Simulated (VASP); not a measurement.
Write the native input for VASP 6.6.1 that does the following.

* Task: single point
* Functional: PBEsol
* Potentials or basis: VASP PAW PBE potentials, release 64 (C)
* Cutoff: 520 eV
* k mesh: 6 × 6 × 6
* Occupations: gaussian, width 0.05 eV
* Spin: no spin polarisation
* Dipole correction: no
* Further INCAR settings: LREAL = Auto; ALGO = Normal; EDIFF = 1e-06; NBANDS = 43

The structure of C (a cell with a defect) lies in POSCAR:

```
C
1.0
    0.0000000000      3.5537981836     -3.5537981836
   -3.5537981836      0.0000000000     -3.5537981836
   -3.5537981836      3.5537981836      0.0000000000
C
15
Direct
    0.2500000000      0.7500000000      0.2500000000
    0.7500000000      0.2500000000      0.2500000000
    0.2500000000      0.2500000000      0.2500000000
    0.7500000000      0.7500000000      0.7500000000
    0.2500000000      0.7500000000      0.7500000000
    0.7500000000      0.2500000000      0.7500000000
    0.2500000000      0.2500000000      0.7500000000
    0.8750000000      0.3750000000      0.3750000000
    0.3750000000      0.3750000000      0.3750000000
    0.8750000000      0.8750000000      0.3750000000
    0.3750000000      0.8750000000      0.3750000000
    0.8750000000      0.3750000000      0.8750000000
    0.3750000000      0.3750000000      0.8750000000
    0.8750000000      0.8750000000      0.8750000000
    0.3750000000      0.8750000000      0.8750000000
```

This cell differs from its parent crystal: atoms taken out, atom 10 moved 0.000 of the way to it and +0.000 Å across, host rigid.

The input as run:

INCAR

```
SYSTEM = C
PREC     = Accurate       ! precision mode
ENCUT    = 520            ! plane-wave cutoff, eV
EDIFF    = 1E-6           ! SCF threshold, eV
ISMEAR   = 0              ! smearing method
SIGMA    = 0.05           ! smearing width, eV
LREAL    = Auto         
LASPH    = .True.         ! aspherical terms in the spheres
NELM     = 80             ! most SCF steps
ALGO     = Normal         ! electronic algorithm
ISIF     = 2              ! what is computed and relaxed
LWAVE    = .False.        ! write WAVECAR
LCHARG   = .True.         ! write CHGCAR
GGA      = PS             ! functional
LELF     = .True.         ! ELF
LVHAR    = .True.       
NBANDS   = 43             ! bands
```

KPOINTS

```
Automatic mesh
0
Gamma
  6 6 6
  0 0 0
```

Potentials or basis: VASP PAW PBE potentials, release 64 (C).

Launch:

```sh
$ cat potpaw_PBE.64/C/POTCAR > POTCAR
$ mpirun -np 1 vasp_std > vasp.out
```

Results of the run:

* Pressure: -5.8 GPa
* Largest force: 2.941 eV/Å
* Band gap on the k mesh: zero (bands 30 and 31 overlap by 2.07 eV)

Caveat: the cell differs from its parent crystal (atoms taken out, atom 10 moved 0.000 of the way to it and +0.000 Å across, host rigid); the PAW data sets were made with another functional, which shifts forces and pressure a little.

Wall time 4.5 min on 1 thread of Intel Xeon 8259CL (shared host), peak memory 0.24 GiB.
